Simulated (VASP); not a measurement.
Ce: single point with r2SCAN

The system is Ce.

```
Ce
1.0
     0.00000    2.36188    2.36188
     2.36188    0.00000    2.36188
     2.36188    2.36188    0.00000
Ce
1
Direct
  0.00000 0.00000 0.00000
```

This cell differs from its parent crystal: volume scaled by 1.040.

```json
{"Program": "VASP 6.6.1", "Task": "single point", "Functional": "r2SCAN", "Potentials or basis": "VASP PAW PBE potentials, release 64 (Ce)", "Cutoff": "520 eV", "k mesh": "16 × 16 × 16", "Occupations": "gaussian, width 0.05 eV", "Spin": "no spin polarisation"}
```

| Property | Result |
| --- | --- |
| Pressure | -1.8 GPa |
| Band gap on the k mesh | zero (band 6 reaches 9.91 eV, above the bottom of band 7 at 9.44 eV) |

Levels at points of the mesh, in eV from the Fermi level:
```tsv
k point	band 3	band 4	band 5	band 6	band 7	band 8	band 9	band 10
(0.00, 0.00, 0.00)	-16.82	-16.82	-2.96	-0.35	0.39	0.39	0.39	1.34
(0.50, 0.00, 0.00)	-17.18	-17.18	-2.23	-0.18	0.61	0.61	0.69	1.03
(0.50, 0.50, 0.00)	-17.87	-17.87	-3.14	-2.46	0.70	0.71	0.78	0.78
```

It took 4.6 min on 1 thread of Intel Xeon 6975P-C, on a shared host, peak memory 0.22 GiB.

Caveat: the PAW data sets were made with another functional, which shifts forces and pressure a little; spin-orbit coupling is left out, which moves the levels of the heavy elements. Spin polarisation is off, so any magnetic state and its effect on volume and gap are missing.
